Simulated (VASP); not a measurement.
# TlCl (Pm-3m) in VASP: a series of runs

The runs below take TlCl through single point, with PBE, r2SCAN, HSE06, PBE0.

All numbers are computed with VASP 6.6.1; they aren't measurements. Logs are shortened: lines on timing, memory, paths and dates and some standing lists are left out, and cuts for length are marked.

### Step 1. The cell of the first run

Symmetry: Pm-3m, No. 221, cubic system. Conventional cell: a = 3.794 Å, b = 3.794 Å, c = 3.794 Å, α = 90.00°, β = 90.00°, γ = 90.00°. Within 4.3 Å of Tl (site symmetry m-3m) lie 8 Cl at 3.29 Å and 6 Tl at 3.79 Å. Within 4.3 Å of Cl (site symmetry m-3m) lie 8 Tl at 3.29 Å and 6 Cl at 3.79 Å.

### Step 2. Single point, PBE

File INCAR:

```
ALGO = Normal ; EDIFF = 1E-6
ENCUT = 500 ; GGA = PE
GGA_COMPAT = False ; ISIF = 2
ISMEAR = 0 ; LASPH = True
LCHARG = True ; LELF = True
LREAL = False ; LVHAR = True
LWAVE = False ; NBANDS = 17
NELM = 120 ; PREC = Accurate
SIGMA = 0.01
```

File KPOINTS:

```
k-points
0
Gamma
  4 4 4
```

File POSCAR:

```
TlCl
1.0
    3.7936346894      0.0000000000      0.0000000000
    0.0000000000      3.7936346894      0.0000000000
    0.0000000000      0.0000000000      3.7936346894
Tl Cl
1 1
Direct
    0.0000000000      0.0000000000      0.0000000000
    0.5000000000      0.5000000000      0.5000000000
```

Potentials or basis: VASP PAW PBE potentials, release 64 (Tl_d, Cl).

Started as:

```
> cat potpaw_PBE.64/Tl_d/POTCAR potpaw_PBE.64/Cl/POTCAR > POTCAR
> mpirun -np 1 vasp_std > vasp.out
```

OUTCAR:

```text
EDIFF = 1E-6
   ENCUT = 500
   GGA = PE
   ISIF = 2
   ISMEAR = 0
   LASPH = True
   LREAL = False
   NELM = 120
   PREC = Accurate

 ion  position               nearest neighbor table
   1  0.000  0.000  0.000-   2 3.29   2 3.29   2 3.29   2 3.29   2 3.29   2 3.29   2 3.29   2 3.29

   2  0.500  0.500  0.500-   1 3.29   1 3.29   1 3.29   1 3.29   1 3.29   1 3.29   1 3.29   1 3.29

  LATTYP: Found a simple cubic cell.
 ALAT       =     3.7936346894

  Lattice vectors:

 A1 = (   3.7936346894,   0.0000000000,   0.0000000000)
 A2 = (   0.0000000000,   3.7936346894,   0.0000000000)
 A3 = (   0.0000000000,   0.0000000000,   3.7936346894)

Analysis of symmetry for initial positions (statically):
=====================================================================
 Subroutine PRICEL returns:
 Original cell was already a primitive cell.

 Routine SETGRP: Setting up the symmetry group for a
 simple cubic supercell.

 Subroutine GETGRP returns: Found 48 space group operations
[... 9 lines left out ...]

 Routine SETGRP: Setting up the symmetry group for a
 simple cubic supercell.

 Subroutine GETGRP returns: Found 48 space group operations
[... 11 lines left out ...]
                                     Primitive cell

  volume of cell :      54.5967

  direct lattice vectors                    reciprocal lattice vectors
     3.793634689  0.000000000  0.000000000     0.263599445  0.000000000  0.000000000
     0.000000000  3.793634689  0.000000000     0.000000000  0.263599445  0.000000000
     0.000000000  0.000000000  3.793634689     0.000000000  0.000000000  0.263599445

  length of vectors
     3.793634689  3.793634689  3.793634689     0.263599445  0.263599445  0.263599445

  position of ions in fractional coordinates (direct lattice)
     0.000000000  0.000000000  0.000000000
     0.500000000  0.500000000  0.500000000

  ion indices of the primitive-cell ions
   primitive index   ion index
                 1           1
                 2           2

----------------------------------------------------------------------------------------

 KPOINTS: k-points

Automatic generation of k-mesh.
 Grid dimensions read from file:
 generate k-points for:    4    4    4

 Generating k-lattice:

  Cartesian coordinates                     Fractional coordinates (reciprocal lattice)
     0.065899861  0.000000000  0.000000000     0.250000000  0.000000000  0.000000000
     0.000000000  0.065899861  0.000000000     0.000000000  0.250000000  0.000000000
     0.000000000  0.000000000  0.065899861     0.000000000  0.000000000  0.250000000

  Length of vectors
     0.065899861  0.065899861  0.065899861

  Shift w.r.t. Gamma in fractional coordinates (k-lattice)
     0.000000000  0.000000000  0.000000000

 Subroutine IBZKPT returns following result:
 ===========================================

 Found     10 irreducible k-points:

 Following reciprocal coordinates:
            Coordinates               Weight
  0.000000  0.000000  0.000000      1.000000
  0.250000  0.000000  0.000000      6.000000
  0.500000  0.000000  0.000000      3.000000
  0.250000  0.250000  0.000000     12.000000
  0.500000  0.250000  0.000000     12.000000
  0.500000  0.500000  0.000000      3.000000
  0.250000  0.250000  0.250000      8.000000
  0.500000  0.250000  0.250000     12.000000
  0.500000  0.500000  0.250000      6.000000
  0.500000  0.500000  0.500000      1.000000
   k-points           NKPTS =     10   k-points in BZ     NKDIM =     10   number of bands    NBANDS=     17
   number of dos      NEDOS =    301   number of ions     NIONS =      2
   total plane-waves  NPLWV =  21952
   dimension x,y,z NGX =    28 NGY =   28 NGZ =   28
   dimension x,y,z NGXF=    56 NGYF=   56 NGZF=   56
   ions per type =               1   1
   NGX,Y,Z   is equivalent  to a cutoff of  12.27, 12.27, 12.27 a.u.
   NGXF,Y,Z  is equivalent  to a cutoff of  24.54, 24.54, 24.54 a.u.
 SYSTEM =  unknown system
   PREC   = accura    normal or accurate (medium, high low for compatibility)
   ISTART =      0    job   : 0-new  1-cont  2-samecut
   ICHARG =      2    charge: 1-file 2-atom 10-const
   ISPIN  =      1    spin polarized calculation?
   LNONCOLLINEAR =      F non collinear calculations
   LSORBIT =      F    spin-orbit coupling
   LASPH  =      T    aspherical Exc in radial PAW
   ENCUT  =  500.0 eV  36.75 Ry    6.06 a.u.   6.92  6.92  6.92*2*pi/ulx,y,z
   NELM   =    120;   NELMIN=  2; NELMDL= -5     # of ELM steps
   EDIFF  = 0.1E-05   stopping-criterion for ELM
   LREAL  =      F    real-space projection
   EDIFFG = 0.1E-04   stopping-criterion for IOM
   NSW    =      0    number of steps for IOM
   IBRION =     -1    ionic relax: 0-MD 1-quasi-New 2-CG
   NFREE  =      0    steps in history (QN), initial steepest desc. (CG)
   ISIF   =      2    stress and relaxation
   ISYM   =      2    0-nonsym 1-usesym 2-fastsym
   POTIM  = 0.5000    time-step for ionic-motion
   TEBEG  =    0.0;   TEEND  =   0.0 temperature during run
   PSTRESS=    0.0 pullay stress
   NELECT =      20.0000    total number of electrons
   NUPDOWN=      -1.0000    fix difference up-down
   EMIN   =  10.00;   EMAX   =-10.00  energy-range for DOS
   EFERMI =   0.00;   METHOD = LEGACY
   ISMEAR =     0;   SIGMA  =   0.01  broadening in eV -4-tet -1-fermi 0-gaus
   EFERMI_NEDOS =   21; number of points for ismear=-14 and -15
   IALGO  =     38    algorithm
   IMIX   =      4    mixing-type and parameters
     AMIX     =   0.40;   BMIX     =  1.00
     AMIX_MAG =   1.60;   BMIX_MAG =  1.00
  volume/ion in A,a.u.               =      27.30       184.22
  Fermi-wavevector in a.u.,A,eV,Ry     =   1.171375  2.213578 18.668821  1.372120
  Thomas-Fermi vector in A             =   2.307820
   LORBIT       =      0    0 simple, 1 ext, 2 COOP (PROOUT), +10 PAW based schemes
   GGA     = PE    functional components
   LHFCALC =     F    Hartree Fock is set to
   AEXX    =    0.0000 exact exchange contribution
   IVDW    =     0    specifies the selected vdW correction
   LEPSILON=     F    determine dielectric tensor
   LRPA    =     F    only Hartree local field effects (RPA)
 non-spin polarized calculation
 Gauss-broadening in eV      SIGMA  =   0.01
  energy-cutoff  :      500.00
  volume of cell :       54.60
 maximum number of plane-waves:      1406
 NGX is ok and might be reduce to    28
   NGX = 13   NGY = 13   NGZ = 13

 number of electron      20.0000002 magnetization

 Free energy of the ion-electron system (eV)
  ---------------------------------------------------
  ext. energy  EPLUGINS =         0.00000000
  ---------------------------------------------------
  free energy    TOTEN  =        -5.97692330 eV

  energy without entropy =       -5.97692330  energy(sigma->0) =       -5.97692330

 E-fermi :   3.1813     XC(G=0):  -9.2922

 val. band max:        3.0915069413   @ k =   0.5000   0.0000   0.0000
 cond. band min:       5.0861479208   @ k =   0.5000   0.0000   0.0000
 fundamental gap:      1.9946409795
 Fermi energy:         3.1812859718

 k-point     1 :       0.0000    0.0000    0.0000
  band No.  band energies     occupation
      1     -10.8934      2.00000
      2      -6.9283      2.00000
      3      -6.9283      2.00000
      4      -6.6600      2.00000
      5      -6.6600      2.00000
      6      -6.6600      2.00000
[... 9 lines left out ...]
     16      15.9429      0.00000
     17      17.3079      0.00000

 k-point     2 :       0.2500    0.0000    0.0000
  band No.  band energies     occupation
      1     -10.7589      2.00000
      2      -6.9201      2.00000
      3      -6.8342      2.00000
      4      -6.7059      2.00000
      5      -6.7059      2.00000
      6      -6.6558      2.00000
[... 9 lines left out ...]
     16      16.3514      0.00000
     17      17.2910      0.00000

 k-point     3 :       0.5000    0.0000    0.0000
  band No.  band energies     occupation
      1     -10.6140      2.00000
      2      -6.9118      2.00000
      3      -6.7507      2.00000
      4      -6.7507      2.00000
      5      -6.7483      2.00000
      6      -6.6516      2.00000
[... 9 lines left out ...]
     16      17.2176      0.00000
     17      17.2338      0.00000

 k-point     4 :       0.2500    0.2500    0.0000
  band No.  band energies     occupation
      1     -10.6600      2.00000
      2      -6.8730      2.00000
      3      -6.7689      2.00000
      4      -6.7166      2.00000
      5      -6.7019      2.00000
      6      -6.6925      2.00000
[... 9 lines left out ...]
     16      15.0091      0.00000
     17      15.3693      0.00000

 k-point     5 :       0.5000    0.2500    0.0000
  band No.  band energies     occupation
      1     -10.5569      2.00000
      2      -6.8544      2.00000
      3      -6.7380      2.00000
      4      -6.7209      2.00000
      5      -6.6886      2.00000
      6      -6.6787      2.00000
[... 9 lines left out ...]
     16      15.6614      0.00000
     17      16.3081      0.00000

 k-point     6 :       0.5000    0.5000    0.0000
  band No.  band energies     occupation
      1     -10.4989      2.00000
      2      -6.8232      2.00000
      3      -6.7252      2.00000
      4      -6.7252      2.00000
      5      -6.6825      2.00000
      6      -6.5857      2.00000
[... 9 lines left out ...]
     16      14.5122      0.00000
     17      14.8037      0.00000

 k-point     7 :       0.2500    0.2500    0.2500
  band No.  band energies     occupation
      1     -10.5707      2.00000
      2      -6.7685      2.00000
      3      -6.7685      2.00000
      4      -6.7441      2.00000
      5      -6.7441      2.00000
      6      -6.6833      2.00000
[... 9 lines left out ...]
     16      15.2850      0.00000
     17      17.9302      0.00000

 k-point     8 :       0.5000    0.2500    0.2500
  band No.  band energies     occupation
      1     -10.4775      2.00000
      2      -6.8071      2.00000
      3      -6.7547      2.00000
      4      -6.7452      2.00000
      5      -6.7044      2.00000
      6      -6.6527      2.00000
[... 9 lines left out ...]
     16      14.9176      0.00000
     17      18.6742      0.00000

 k-point     9 :       0.5000    0.5000    0.2500
  band No.  band energies     occupation
      1     -10.3950      2.00000
      2      -6.7971      2.00000
      3      -6.7971      2.00000
      4      -6.7693      2.00000
      5      -6.7023      2.00000
      6      -6.5835      2.00000
[... 9 lines left out ...]
     16      15.3644      0.00000
     17      19.3369      0.00000

 k-point    10 :       0.5000    0.5000    0.5000
  band No.  band energies     occupation
      1     -10.2833      2.00000
      2      -6.8656      2.00000
      3      -6.8656      2.00000
      4      -6.8656      2.00000
      5      -6.5812      2.00000
      6      -6.5812      2.00000
[... 9 lines left out ...]
     16      16.1114      0.00000
     17      20.1594      0.00000

------------------------ aborting loop because EDIFF is reached ----------------------------------------

  FORCE on cell =-STRESS in cart. coord.  units (eV):
  Direction    XX          YY          ZZ          XY          YZ          ZX
  --------------------------------------------------------------------------------------
  -------------------------------------------------------------------------------------
  Total        0.7843756      0.7843756      0.7843756     -0.0000000      0.0000000     -0.0000000
  in kB       23.0180284     23.0180284     23.0180284     -0.0000000      0.0000000     -0.0000000
  external PRESSURE =      23.0180284 kB  Pullay stress =       0.0000000 kB

 VOLUME and BASIS-vectors are now :
 -----------------------------------------------------------------------------
  energy-cutoff  :      500.00
  volume of cell :       54.60
      direct lattice vectors                 reciprocal lattice vectors
     3.793634689  0.000000000  0.000000000     0.263599445  0.000000000  0.000000000
     0.000000000  3.793634689  0.000000000     0.000000000  0.263599445  0.000000000
     0.000000000  0.000000000  3.793634689     0.000000000  0.000000000  0.263599445

 POSITION                                       TOTAL-FORCE (eV/Angst)
 -----------------------------------------------------------------------------------
      0.00000      0.00000      0.00000         0.000000      0.000000      0.000000
      1.89682      1.89682      1.89682         0.000000      0.000000      0.000000
 -----------------------------------------------------------------------------------
    total drift:                               -0.000000      0.000000      0.000000

  FREE ENERGIE OF THE ION-ELECTRON SYSTEM (eV)
  ---------------------------------------------------
  free  energy   TOTEN  =        -5.9769233037 eV

  energy  without entropy=       -5.9769233037  energy(sigma->0) =       -5.97692330
```

Wall time 4.6 s (1 thread of Intel Xeon 6975P-C (Granite Rapids), shared host); peak memory 0.15 GiB.

What came out:

| Quantity | Value |
| --- | --- |
| Free energy | -5.9769 eV |
| Pressure | 2.3 GPa |
| Band gap on the k mesh | 1.99 eV, direct |

Caveat: spin-orbit coupling is left out, which moves the levels of the heavy elements. A hybrid or GW would open this gap; PBE tends to underestimate it.

### Step 3. Single point, PBE

File INCAR:

```
SYSTEM = TlCl
PREC = Accurate ; ENCUT = 500
EDIFF = 1E-6 ; ISMEAR = 0
SIGMA = 0.01 ; LREAL = .FALSE.
LASPH = .TRUE. ; NELM = 120
ALGO = Normal ; ISIF = 2
LWAVE = .FALSE. ; LCHARG = .FALSE.
GGA = PE ; NBANDS = 17
GGA_COMPAT = .FALSE.
```

File KPOINTS:

```
Automatic mesh
0
G
  4 4 4
  0 0 0
```

POSCAR is that of step 2.

Potentials or basis: VASP PAW PBE potentials, release 64 (Tl_d, Cl).

Started as:

```
> cat potpaw_PBE.64/Tl_d/POTCAR potpaw_PBE.64/Cl/POTCAR > POTCAR
> mpirun -np 1 vasp_std > vasp.out
```

Wall time 4.3 s (1 thread of Intel Xeon 6975P-C (Granite Rapids), shared host); peak memory 0.14 GiB.

The run converged. Its results:

| Quantity | Value |
| --- | --- |
| Free energy | -5.9769 eV |
| Pressure | 2.3 GPa |
| Band gap on the k mesh | 1.99 eV, direct |

Levels at points of the mesh, in eV from the valence-band top:
```
           k point  band 7  band 8  band 9  band 10  band 11  band 12  band 13  band 14
(0.00, 0.00, 0.00)   -4.65   -1.68   -1.68    -1.68     7.75     7.75     7.93     7.93
(0.50, 0.00, 0.00)   -5.65   -1.22   -1.22     0.00     1.99     6.56     6.56     8.66
(0.50, 0.50, 0.00)   -3.43   -3.22   -3.22    -1.18     4.91     4.91     8.42     8.60
(0.50, 0.50, 0.50)   -2.18   -2.18   -2.18    -2.14     2.41     2.41     2.41    13.02
```

Caveat: spin-orbit coupling is left out, which moves the levels of the heavy elements. PBE gaps usually lie below the measured ones, often by a third to a half.

### Step 4. Single point, PBE

File INCAR:

```
SYSTEM = TlCl
PREC = Accurate ; ENCUT = 500
EDIFF = 1E-6 ; ISMEAR = 0
SIGMA = 0.01 ; LREAL = .False.
LASPH = .True. ; NELM = 120
ALGO = Normal ; ISIF = 2
LWAVE = .False. ; LCHARG = .False.
GGA = PE ; NBANDS = 17
GGA_COMPAT = .False.
```

File KPOINTS:

```
Automatic mesh
0
Gamma
  6 6 6
  0 0 0
```

POSCAR is that of step 3.

Started as:

```
> cat potpaw_PBE.64/Tl_d/POTCAR potpaw_PBE.64/Cl/POTCAR > POTCAR
> mpirun -np 1 vasp_std > vasp.out
```

Wall time 6.7 s (1 thread of Intel Xeon 6975P-C (Granite Rapids), shared host); peak memory 0.15 GiB.

It converged, with:

| Property | Result |
| --- | --- |
| Free energy | -5.9848 eV |
| Pressure | 2.2 GPa |
| Band gap on the k mesh | 2.00 eV, direct |

Levels at points of the mesh, in eV from the valence-band top:
| k point | band 8 | band 9 | band 10 | band 11 | band 12 | band 13 |
| --- | --- | --- | --- | --- | --- | --- |
| (0.00, 0.00, 0.00) | -1.68 | -1.68 | -1.68 | 7.75 | 7.75 | 7.94 |
| (0.50, 0.00, 0.00) | -1.22 | -1.22 | 0.00 | 2.00 | 6.57 | 6.57 |
| (0.50, 0.50, 0.00) | -3.22 | -3.22 | -1.18 | 4.91 | 4.91 | 8.42 |
| (0.50, 0.50, 0.50) | -2.18 | -2.18 | -2.13 | 2.41 | 2.41 | 2.41 |

Caveat: spin-orbit coupling is left out, which moves the levels of the heavy elements.

### Step 5. Single point, r2SCAN

POSCAR is that of step 4.

File INCAR.step1:

```
SYSTEM = TlCl
PREC = Accurate
ENCUT = 550
ISMEAR = 0
SIGMA = 0.01
LREAL = .False.
LASPH = .True.
NELM = 120
NBANDS = 17
GGA = PE
ALGO = Normal
EDIFF = 1E-5
LWAVE = .True.
LCHARG = .False.
GGA_COMPAT = .False.
```

File INCAR.step2:

```
SYSTEM = TlCl
PREC = Accurate
ENCUT = 550
EDIFF = 1E-6
ISMEAR = 0
SIGMA = 0.01
LREAL = .False.
LASPH = .True.
NELM = 120
ALGO = Normal
ISIF = 2
LWAVE = .False.
LCHARG = .False.
METAGGA = R2SCAN
LMIXTAU = .True.
NBANDS = 17
ISTART = 1
GGA_COMPAT = .False.
```

File KPOINTS:

```
regular mesh
0
Gamma
  4 4 4
  0 0 0
```

Started as:

```
> cat potpaw_PBE.64/Tl_d/POTCAR potpaw_PBE.64/Cl/POTCAR > POTCAR
> cp INCAR.step1 INCAR
> mpirun -np 1 vasp_std > vasp.out
> cp INCAR.step2 INCAR
> mpirun -np 1 vasp_std > vasp.out
```

Wall time 21 s (1 thread of Intel Xeon 6975P-C (Granite Rapids), shared host); peak memory 0.17 GiB.

The run converged. Its results:

* Free energy: -61.5366 eV
* Pressure: 1.1 GPa
* Band gap on the k mesh: 2.42 eV, direct

Levels at points of the mesh, in eV from the valence-band top:
```csv
k point,band 7,band 8,band 9,band 10,band 11,band 12,band 13,band 14
"(0.00, 0.00, 0.00)",-4.59,-1.77,-1.77,-1.77,8.28,8.28,8.46,8.46
"(0.50, 0.00, 0.00)",-5.72,-1.31,-1.31,0.00,2.42,7.04,7.04,9.21
"(0.50, 0.50, 0.00)",-3.39,-3.30,-3.30,-1.27,5.32,5.32,9.05,9.11
"(0.50, 0.50, 0.50)",-2.29,-2.29,-2.29,-2.10,2.78,2.78,2.78,13.92
```

Caveat: the PAW data sets were made with another functional, which shifts forces and pressure a little; spin-orbit coupling is left out, which moves the levels of the heavy elements.

(Part 1 of 2 ends here.)
